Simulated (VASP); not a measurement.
# TiO2 (Pbca) in VASP: electric field gradients with PBE

Aim: the electric field gradients of TiO2 with PBE.

Program: VASP 6.6.1. These are calculated values, not measurements. Logs are shortened: lines on timing, memory, paths and dates and some standing lists are left out, and cuts for length are marked.

**1. The cell of the first run**

The structure is orthorhombic, space group Pbca (No. 61). The conventional cell has a = 5.138 Å, b = 9.174 Å, c = 5.449 Å, α = 90.00°, β = 90.00°, γ = 90.00°. Within 2.5 Å of Ti (site symmetry 1) lie 6 O at 1.86 to 2.05 Å. O (site symmetry 1) has 3 Ti at 1.86 to 2.00 Å and 2 O at 2.50 to 2.53 Å within 2.6 Å. O (site symmetry 1) has 3 Ti at 1.92 to 2.05 Å and 1 O at 2.53 Å within 2.6 Å.

**2. Electric field gradients, PBE**

INCAR

```
ALGO     = Normal         # electronic algorithm
EDIFF    = 1E-8           # SCF threshold, eV
ENCUT    = 520            # plane-wave cutoff, eV
GGA      = PE             # functional
ISIF     = 2              # what is computed and relaxed
ISMEAR   = -1             # smearing method
LASPH    = True           # aspherical terms in the spheres
LCHARG   = False          # write CHGCAR
LEFG     = True         
LREAL    = Auto         
LWAVE    = False          # write WAVECAR
NBANDS   = 114            # bands
NELM     = 60             # most SCF steps
PREC     = Accurate       # precision mode
SIGMA    = 0.02           # smearing width, eV
```

KPOINTS

```
k-points
0
Gamma
  5 3 5
```

POSCAR

```
TiO2
1.0
    5.1380000000      0.0000000000      0.0000000000
    0.0000000000      9.1740000000      0.0000000000
    0.0000000000      0.0000000000      5.4490000000
Ti O
8 16
Direct
    0.1372000000      0.1289000000      0.9028000000
    0.6372000000      0.3711000000      0.0972000000
    0.8628000000      0.6289000000      0.5972000000
    0.3628000000      0.8711000000      0.4028000000
    0.8628000000      0.8711000000      0.0972000000
    0.3628000000      0.6289000000      0.9028000000
    0.1372000000      0.3711000000      0.4028000000
    0.6372000000      0.1289000000      0.5972000000
    0.8165000000      0.0095000000      0.8509000000
    0.3165000000      0.4905000000      0.1491000000
    0.1835000000      0.5095000000      0.6491000000
    0.6835000000      0.9905000000      0.3509000000
    0.1835000000      0.9905000000      0.1491000000
    0.6835000000      0.5095000000      0.8509000000
    0.8165000000      0.4905000000      0.3509000000
    0.3165000000      0.0095000000      0.6491000000
    0.4634000000      0.2314000000      0.8890000000
    0.9634000000      0.2686000000      0.1110000000
    0.5366000000      0.7314000000      0.6110000000
    0.0366000000      0.7686000000      0.3890000000
    0.5366000000      0.7686000000      0.1110000000
    0.0366000000      0.7314000000      0.8890000000
    0.4634000000      0.2686000000      0.3890000000
    0.9634000000      0.2314000000      0.6110000000
```

Potentials or basis: VASP PAW PBE potentials, release 64 (Ti_sv, O).

Command:

```bash
$ cat potpaw_PBE.64/Ti_sv/POTCAR potpaw_PBE.64/O/POTCAR > POTCAR
$ mpirun -np 1 vasp_std > vasp.out
```

OUTCAR:

```text
EDIFF = 1E-8
   ENCUT = 520
   GGA = PE
   ISIF = 2
   ISMEAR = -1
   LASPH = True
   LREAL = Auto
   NELM = 60
   PREC = Accurate

 ion  position               nearest neighbor table
   1  0.137  0.129  0.903-  13 1.86  17 1.92  18 1.93  16 1.99   9 2.00  24 2.05
   2  0.637  0.371  0.097-  14 1.86  18 1.92  17 1.93  15 1.99  10 2.00  23 2.05
   3  0.863  0.629  0.597-  15 1.86  19 1.92  20 1.93  14 1.99  11 2.00  22 2.05
   4  0.363  0.871  0.403-  16 1.86  20 1.92  19 1.93  13 1.99  12 2.00  21 2.05
   5  0.863  0.871  0.097-   9 1.86  21 1.92  22 1.93  12 1.99  13 2.00  20 2.05
   6  0.363  0.629  0.903-  10 1.86  22 1.92  21 1.93  11 1.99  14 2.00  19 2.05
   7  0.137  0.371  0.403-  11 1.86  23 1.92  24 1.93  10 1.99  15 2.00  18 2.05
   8  0.637  0.129  0.597-  12 1.86  24 1.92  23 1.93   9 1.99  16 2.00  17 2.05
   9  0.816  0.010  0.851-   5 1.86   8 1.99   1 2.00
  10  0.316  0.490  0.149-   6 1.86   7 1.99   2 2.00
  11  0.184  0.510  0.649-   7 1.86   6 1.99   3 2.00
  12  0.684  0.990  0.351-   8 1.86   5 1.99   4 2.00
  13  0.184  0.990  0.149-   1 1.86   4 1.99   5 2.00
  14  0.684  0.510  0.851-   2 1.86   3 1.99   6 2.00
[... 8 lines left out ...]
  23  0.463  0.269  0.389-   7 1.92   8 1.93   2 2.05
  24  0.963  0.231  0.611-   8 1.92   7 1.93   1 2.05

  LATTYP: Found a simple orthorhombic cell.
 ALAT       =     5.1380000000
 B/A-ratio  =     1.0605293889
 C/A-ratio  =     1.7855196575

  Lattice vectors:

 A1 = (  -5.1380000000,   0.0000000000,   0.0000000000)
 A2 = (   0.0000000000,   0.0000000000,   5.4490000000)
 A3 = (   0.0000000000,   9.1740000000,   0.0000000000)

Analysis of symmetry for initial positions (statically):
=====================================================================
 Subroutine PRICEL returns:
 Original cell was already a primitive cell.

 Routine SETGRP: Setting up the symmetry group for a
 simple orthorhombic supercell.

 Subroutine GETGRP returns: Found  8 space group operations
 (whereof  2 operations were pure point group operations)
 out of a pool of  8 trial point group operations.

The static configuration has the point symmetry S_2 .
 The point group associated with its full space group is D_2h.

Analysis of symmetry for dynamics (positions and initial velocities):
=====================================================================
 Subroutine PRICEL returns:
 Original cell was already a primitive cell.

 Routine SETGRP: Setting up the symmetry group for a
 simple orthorhombic supercell.

 Subroutine GETGRP returns: Found  8 space group operations
 (whereof  2 operations were pure point group operations)
 out of a pool of  8 trial point group operations.

The dynamic configuration has the point symmetry S_2 .
 The point group associated with its full space group is D_2h.

 Subroutine INISYM returns: Found  8 space group operations
 (whereof  2 operations are pure point group operations),
 and found     1 'primitive' translations

----------------------------------------------------------------------------------------

                                     Primitive cell

  volume of cell :     256.8441

  direct lattice vectors                    reciprocal lattice vectors
     5.138000000  0.000000000  0.000000000     0.194628260  0.000000000  0.000000000
     0.000000000  9.174000000  0.000000000     0.000000000  0.109003706  0.000000000
     0.000000000  0.000000000  5.449000000     0.000000000  0.000000000  0.183519912

  length of vectors
     5.138000000  9.174000000  5.449000000     0.194628260  0.109003706  0.183519912

  position of ions in fractional coordinates (direct lattice)
     0.137200000  0.128900000  0.902800000
     0.637200000  0.371100000  0.097200000
     0.862800000  0.628900000  0.597200000
     0.362800000  0.871100000  0.402800000
     0.862800000  0.871100000  0.097200000
     0.362800000  0.628900000  0.902800000
[... 16 lines left out ...]
     0.463400000  0.268600000  0.389000000
     0.963400000  0.231400000  0.611000000

  ion indices of the primitive-cell ions
[... 91 lines left out ...]
   LREAL  =      T    real-space projection
   EDIFFG = 0.1E-06   stopping-criterion for IOM
   NSW    =      0    number of steps for IOM
   IBRION =     -1    ionic relax: 0-MD 1-quasi-New 2-CG
   NFREE  =      0    steps in history (QN), initial steepest desc. (CG)
   ISIF   =      2    stress and relaxation
   ISYM   =      2    0-nonsym 1-usesym 2-fastsym
   POTIM  = 0.5000    time-step for ionic-motion
   TEBEG  =    0.0;   TEEND  =   0.0 temperature during run
   PSTRESS=    0.0 pullay stress
   NELECT =     192.0000    total number of electrons
   NUPDOWN=      -1.0000    fix difference up-down
   EMIN   =  10.00;   EMAX   =-10.00  energy-range for DOS
   EFERMI =   0.00;   METHOD = LEGACY
   ISMEAR =    -1;   SIGMA  =   0.02  broadening in eV -4-tet -1-fermi 0-gaus
   EFERMI_NEDOS =   21; number of points for ismear=-14 and -15
   IALGO  =     38    algorithm
   IMIX   =      4    mixing-type and parameters
     AMIX     =   0.40;   BMIX     =  1.00
     AMIX_MAG =   1.60;   BMIX_MAG =  1.00
  volume/ion in A,a.u.               =      10.70        72.22
  Fermi-wavevector in a.u.,A,eV,Ry     =   1.485772  2.807701 30.035092  2.207517
  Thomas-Fermi vector in A             =   2.599141
   LORBIT       =      0    0 simple, 1 ext, 2 COOP (PROOUT), +10 PAW based schemes
   GGA     = PE    functional components
[... 5 lines left out ...]
 non-spin polarized calculation
  energy-cutoff  :      520.00
  volume of cell :      256.84
 maximum number of plane-waves:      6952
 NGX is ok and might be reduce to    40
   NGX = 19   NGY = 35   NGZ = 21

 number of electron     191.9999978 magnetization

 Free energy of the ion-electron system (eV)
  ---------------------------------------------------
  ext. energy  EPLUGINS =         0.00000000
  ---------------------------------------------------
  free energy    TOTEN  =      -214.97248123 eV

  energy without entropy =     -214.97248123  energy(sigma->0) =     -214.97248123

 E-fermi :   4.5838     XC(G=0): -11.1931

 val. band max:        4.1549498470   @ k =   0.0000   0.0000   0.0000
 cond. band min:       6.4384722401   @ k =   0.0000   0.0000   0.0000
 fundamental gap:      2.2835223930
 Fermi energy:         4.5837808169

 k-point     1 :       0.0000    0.0000    0.0000
  band No.  band energies     occupation
      1     -52.3320      2.00000
      2     -52.3223      2.00000
      3     -52.3083      2.00000
      4     -52.2987      2.00000
      5     -52.2982      2.00000
      6     -52.2982      2.00000
[... 1987 lines left out ...]
    107       7.5193      0.00000
    108       7.5332      0.00000
 [bands above 108 left out]

------------------------ aborting loop because EDIFF is reached ----------------------------------------

  FORCE on cell =-STRESS in cart. coord.  units (eV):
  Direction    XX          YY          ZZ          XY          YZ          ZX
  --------------------------------------------------------------------------------------
  -------------------------------------------------------------------------------------
  Total        9.1156704      9.1743964      9.4733326      0.0000000      0.0000000     -0.0000000
  in kB       56.8629719     57.2293005     59.0940459      0.0000000      0.0000000     -0.0000000
  external PRESSURE =      57.7287728 kB  Pullay stress =       0.0000000 kB

 VOLUME and BASIS-vectors are now :
 -----------------------------------------------------------------------------
  energy-cutoff  :      520.00
  volume of cell :      256.84
      direct lattice vectors                 reciprocal lattice vectors
     5.138000000  0.000000000  0.000000000     0.194628260  0.000000000  0.000000000
     0.000000000  9.174000000  0.000000000     0.000000000  0.109003706  0.000000000
     0.000000000  0.000000000  5.449000000     0.000000000  0.000000000  0.183519912

 POSITION                                       TOTAL-FORCE (eV/Angst)
 -----------------------------------------------------------------------------------
      0.70493      1.18253      4.91936         0.051266      0.096493      0.026880
      3.27393      3.40447      0.52964         0.051266     -0.096493     -0.026880
      4.43307      5.76953      3.25414        -0.051266      0.096493     -0.026880
      1.86407      7.99147      2.19486        -0.051266     -0.096493      0.026880
      4.43307      7.99147      0.52964        -0.051266     -0.096493     -0.026880
      1.86407      5.76953      4.91936        -0.051266      0.096493      0.026880
[... 16 lines left out ...]
      2.38095      2.46414      2.11966        -0.015659      0.061815      0.018616
      4.94995      2.12286      3.32934        -0.015659     -0.061815     -0.018616
 -----------------------------------------------------------------------------------
    total drift:                                0.000000     -0.000000     -0.000000

  FREE ENERGIE OF THE ION-ELECTRON SYSTEM (eV)
  ---------------------------------------------------
  free  energy   TOTEN  =      -214.9724812345 eV

  energy  without entropy=     -214.9724812345  energy(sigma->0) =     -214.97248123

 Electric field gradients (V/A^2)
---------------------------------------------------------------------
 ion       V_xx      V_yy      V_zz      V_xy      V_xz      V_yz
---------------------------------------------------------------------
   1       0.835    -7.432     6.597    -4.710    11.551     9.304
   2       0.835    -7.432     6.597     4.710   -11.551     9.304
   3       0.835    -7.432     6.597     4.710    11.551    -9.304
   4       0.835    -7.432     6.597    -4.710   -11.551    -9.304
   5       0.835    -7.432     6.597    -4.710    11.551     9.304
   6       0.835    -7.432     6.597     4.710   -11.551     9.304
[... 16 lines left out ...]
  23       2.021    -4.900     2.879    -3.742     3.180   -20.998
  24       2.021    -4.900     2.879     3.742    -3.180   -20.998
---------------------------------------------------------------------

 Electric field gradients after diagonalization (V/A^2)
 (convention: |V_zz| > |V_xx| > |V_yy|)
----------------------------------------------------------------------
 ion       V_xx      V_yy      V_zz     asymmetry (V_yy - V_xx)/ V_zz
----------------------------------------------------------------------
   1      16.583     0.964   -17.546       0.890
   2      16.583     0.964   -17.546       0.890
   3      16.583     0.964   -17.546       0.890
   4      16.583     0.964   -17.546       0.890
   5      16.583     0.964   -17.546       0.890
   6      16.583     0.964   -17.546       0.890
[... 16 lines left out ...]
  23      21.545     0.851   -22.396       0.924
  24      21.545     0.851   -22.396       0.924
----------------------------------------------------------------------

           NMR quadrupolar parameters

 Cq : quadrupolar parameter    Cq=e*Q*V_zz/h
 eta: asymmetry parameters     (V_yy - V_xx)/ V_zz
 Q  : nuclear electric quadrupole moment in mb (millibarn)
----------------------------------------------------------------------
 ion       Cq(MHz)       eta       Q (mb)
----------------------------------------------------------------------
   1      -0.042       0.890       1.000
   2      -0.042       0.890       1.000
   3      -0.042       0.890       1.000
   4      -0.042       0.890       1.000
   5      -0.042       0.890       1.000
   6      -0.042       0.890       1.000
[... 16 lines left out ...]
  23      -0.054       0.924       1.000
  24      -0.054       0.924       1.000
----------------------------------------------------------------------
```

Wall time 22 min (1 thread of Oxide Virtual Turin-like, shared host); peak memory 0.48 GiB.

What came out:

```
Free energy                             : -214.9725 eV
Pressure                                : 5.8 GPa
Largest force                           : 0.134 eV/Å
Band gap on the k mesh                  : 2.28 eV
Largest electric field gradient by atom : Ti -17.5; O +18.2, -22.4 (each value once) V/Å²
```

Forces in eV/Å, atoms in the order of the input:
```
Ti   0.051  0.096  0.027
Ti   0.051 -0.096 -0.027
Ti  -0.051  0.096 -0.027
Ti  -0.051 -0.096  0.027
Ti  -0.051 -0.096 -0.027
Ti  -0.051  0.096  0.027
Ti   0.051 -0.096  0.027
Ti   0.051  0.096 -0.027
O   -0.107  0.027 -0.076
O   -0.107 -0.027  0.076
O    0.107  0.027  0.076
O    0.107 -0.027 -0.076
O    0.107 -0.027  0.076
O    0.107  0.027 -0.076
O   -0.107 -0.027 -0.076
O   -0.107  0.027  0.076
O   -0.016 -0.062  0.019
O   -0.016  0.062 -0.019
O    0.016 -0.062 -0.019
O    0.016  0.062  0.019
O    0.016  0.062 -0.019
O    0.016 -0.062  0.019
O   -0.016  0.062  0.019
O   -0.016 -0.062 -0.019
```

Stress tensor (GPa, compression positive):
```
5.69 0.00 0.00
0.00 5.72 0.00
0.00 0.00 5.91
```

Electric field gradients, principal values (V/Å²):
| atom | least | middle | greatest (by size) |
| --- | --- | --- | --- |
| 1 Ti | 0.964 | 16.583 | -17.546 |
| 2 Ti | 0.964 | 16.583 | -17.546 |
| 3 Ti | 0.964 | 16.583 | -17.546 |
| 4 Ti | 0.964 | 16.583 | -17.546 |
| 5 Ti | 0.964 | 16.583 | -17.546 |
| 6 Ti | 0.964 | 16.583 | -17.546 |
| 7 Ti | 0.964 | 16.583 | -17.546 |
| 8 Ti | 0.964 | 16.583 | -17.546 |
| 9 O | -1.677 | -16.529 | 18.206 |
| 10 O | -1.677 | -16.529 | 18.206 |
| 11 O | -1.677 | -16.529 | 18.206 |
| 12 O | -1.677 | -16.529 | 18.206 |
| 13 O | -1.677 | -16.529 | 18.206 |
| 14 O | -1.677 | -16.529 | 18.206 |
| 15 O | -1.677 | -16.529 | 18.206 |
| 16 O | -1.677 | -16.529 | 18.206 |
| 17 O | 0.851 | 21.545 | -22.396 |
| 18 O | 0.851 | 21.545 | -22.396 |
| 19 O | 0.851 | 21.545 | -22.396 |
| 20 O | 0.851 | 21.545 | -22.396 |
| 21 O | 0.851 | 21.545 | -22.396 |
| 22 O | 0.851 | 21.545 | -22.396 |
| 23 O | 0.851 | 21.545 | -22.396 |
| 24 O | 0.851 | 21.545 | -22.396 |

Caveat: the cell stands under pressure; without QUAD_EFG the Cq values of the log hold for a quadrupole moment of 1 mb, not for the nuclei; an odd mesh through Γ misses points on the zone boundary, where band edges can lie.
